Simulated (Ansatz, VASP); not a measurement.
**One calculation of BeTe, two programs**

The input INCAR:

```
PREC = Accurate
ENCUT = 520
EDIFF = 1E-6
ISMEAR = 0
SIGMA = 0.01
LREAL = F
LASPH = T
NELM = 100
ALGO = Normal
ISIF = 2
LWAVE = F
LCHARG = T
GGA = CA
LELF = T
LVHAR = T
NBANDS = 11
```

Contents of KPOINTS:

```
regular mesh
0
Gamma
  8 8 8
```

File POSCAR:

```
BeTe
1.0
    2.7259429486      2.7259429486      0.0000000000
   -2.7259429486      2.7259429486      0.0000000000
    0.0000000000      2.7259429486      2.7259429486
Be Te
1 1
Direct
    0.0000000000      0.0000000000      0.0000000000
    0.7500000000      0.2500000000      0.5000000000
```

Input for Ansatz:

```yaml
crystal:
  lattice:
    - [2.72594294862, 2.72594294862, 0.0]
    - [-2.72594294862, 2.72594294862, 0.0]
    - [0.0, 2.72594294862, 2.72594294862]
  atoms:
    - { symbol: Be, position: [0.0, 0.0, 0.0] }
    - { symbol: Te, position: [0.75, 0.25, 0.5] }
kpoints:
  mp_grid: { grid: [8, 8, 8] }
scf:
  occupations: { method: fixed }
  convergence: { dr2_threshold: 1.0e-10 }
hamiltonian:
  xc: lda
  pseudopotentials: { kind: all_electron, lapw: { basis_error: 0.0005 } }
output:
  forces: true
  stress: true
  eigenstates:
    kpoints:
      - [0.0, 0.0, 0.0]
      - [-0.5, 0.5, 0.0]
      - [-0.5, -0.5, -0.5]
      - [0.0, 0.0, -0.5]
      - [0.0, -0.5, -0.5]
      - [0.0, 0.5, 0.0]
      - [-0.5, 0.0, 0.0]
      - [-0.5, 0.0, -0.5]
  eigenvalues: true
```

Alike in both runs: task single point; functional LDA; k mesh 8 × 8 × 8; no spin polarisation.

```csv
,VASP,Ansatz
version,VASP 6.6.1,Ansatz 0.2.0
potentials or method,"VASP PAW LDA potentials, release 64 (Be, Te), cutoff 520 eV","all-electron LAPW, scalar-relativistic"
occupations,"gaussian, width 0.01 eV",fixed
```

Ansatz gave:

- gap on the k mesh at the Fermi level (eV): 1.65
- pressure (GPa): 4.0

Q: What did VASP give for the same quantities?

A: gap on the k mesh at the Fermi level (eV): 1.63; pressure (GPa): 4.3.

LDA's correlation is that of Perdew and Zunger in VASP and of Perdew and Wang (1992) in Ansatz. Ansatz ran all-electron here, and VASP with PAW potentials.

Neither program's run includes spin-orbit coupling.
